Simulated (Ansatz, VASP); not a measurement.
## One calculation of C, two programs

INCAR

```
SYSTEM = C
ALGO     = Normal         ! electronic algorithm
EDIFF    = 1E-6           ! SCF threshold, eV
ENCUT    = 520            ! plane-wave cutoff, eV
GGA      = PE             ! functional
ISIF     = 2              ! what is computed and relaxed
ISMEAR   = 0              ! smearing method
IVDW     = 12             ! dispersion correction
LASPH    = .TRUE.         ! aspherical terms in the spheres
LCHARG   = .TRUE.         ! write CHGCAR
LELF     = .TRUE.         ! ELF
LREAL    = .FALSE.        ! projectors in reciprocal space
LVHAR    = .TRUE.       
LWAVE    = .FALSE.        ! write WAVECAR
NBANDS   = 11             ! bands
NELM     = 80             ! most SCF steps
PREC     = Accurate       ! precision mode
SIGMA    = 0.05           ! smearing width, eV
```

KPOINTS

```
k-points
0
G
  15 15 15
  0 0 0
```

The input POSCAR:

```
C
1.0
    1.2324809262      0.7115731945      3.3609366220
   -1.2324809262      0.7115731945      3.3609366220
    0.0000000000     -1.4231463891      3.3609366220
C
2
Direct
    0.1806937434      0.1806937434      0.1596136913
    0.8193062566      0.8193062566      0.8403863087
```

Input for Ansatz:

```yaml
crystal:
  lattice:
    - [1.2324809262, 0.7115731945, 3.360936622]
    - [-1.2324809262, 0.7115731945, 3.360936622]
    - [0.0, -1.4231463891, 3.360936622]
  atoms:
    - { symbol: C, position: [0.1806937434, 0.1806937434, 0.1596136913] }
    - { symbol: C, position: [0.8193062566, 0.8193062566, 0.8403863087] }
basis:
  ecutwfc: 520.0
kpoints:
  mp_grid: { grid: [15, 15, 15] }
hamiltonian:
  xc: pbe
  pseudopotentials: { kind: paw, azcp: { folder: soft_1 } }
  dispersion: d3bj
scf:
  occupations: { method: gaussian, width: 0.05 }
output:
  forces: true
  stress: true
  eigenvalues: true
```

Change from the starting cell: mode 4 frozen in at +0.071 Å and mode 6 at +0.030 Å (largest displacements).

Alike in both runs: task single point; functional PBE; dispersion D3(BJ); k mesh 15 × 15 × 15; occupations gaussian, width 0.05 eV; no spin polarisation.

```csv
,VASP,Ansatz
version,VASP 6.6.1,Ansatz 0.2.0
potentials or method,"VASP PAW PBE potentials, release 64 (C), cutoff 520 eV","scalar-relativistic, plane waves, PAW"
valence electrons in the cell,8,8
```

```tsv
	VASP	Ansatz	Ansatz less VASP
gap on the k mesh at the Fermi level (eV)	0.20	0.20	+0.001
least direct gap on the mesh (eV)	0.20	0.20	+0.001
pressure (GPa)	0.8	0.4	-0.43
traceless stress, the component that is largest in VASP (GPa)	6.78	6.41	-0.368
rms of the force components (eV/Å)	2.119	2.119	+0.0002
```

Atom by atom the forces differ by 0.006 eV/Å (rms over components).
